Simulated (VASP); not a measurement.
**MgS: single point with PBE**

Crystal: MgS.

```
CELL_PARAMETERS angstrom
6.70648 0.00000 0.00000
0.00000 6.70648 0.00000
0.00000 0.00000 6.70648
ATOMIC_POSITIONS crystal
Mg 0.50000 0.00000 0.75000
Mg 0.75000 0.50000 0.00000
Mg 0.00000 0.75000 0.50000
Mg 0.50000 0.00000 0.25000
Mg 0.25000 0.50000 0.00000
Mg 0.00000 0.25000 0.50000
S 0.00000 0.50000 0.75000
S 0.75000 0.00000 0.50000
S 0.50000 0.75000 0.00000
S 0.00000 0.50000 0.25000
S 0.25000 0.00000 0.50000
S 0.50000 0.25000 0.00000
```

The cell was generated, and may not be a known phase.

```yaml
Program: VASP 6.6.1
Task: single point
Functional: PBE
Potentials_or_basis: VASP PAW PBE potentials, release 64 (Mg, S)
Cutoff: 520 eV
k_mesh: 4 × 4 × 4
Occupations: gaussian, width 0.1 eV
Spin: no spin polarisation
```

| Property | Result |
| --- | --- |
| Pressure | 6.8 GPa |
| Band gap on the k mesh | 3.28 eV |

Levels at points of the mesh, in eV from the valence-band top:
```csv
k point,band 22,band 23,band 24,band 25,band 26,band 27
"(0.00, 0.00, 0.00)",0.00,0.00,0.00,3.28,4.88,4.88
"(0.50, 0.00, 0.00)",-0.79,-0.02,-0.02,4.31,4.31,5.11
"(0.50, 0.50, 0.00)",-0.82,-0.67,-0.03,4.55,5.01,5.01
"(0.50, 0.50, 0.50)",-1.09,-1.09,-1.09,5.88,5.88,5.88
```

Wall time 2.7 min on 1 thread of Intel(R) Xeon(R) Platinum 8375C CPU @ 2.90GHz (Ice Lake) (shared host), peak memory 0.38 GiB.

Caveat: the cell stands under pressure.
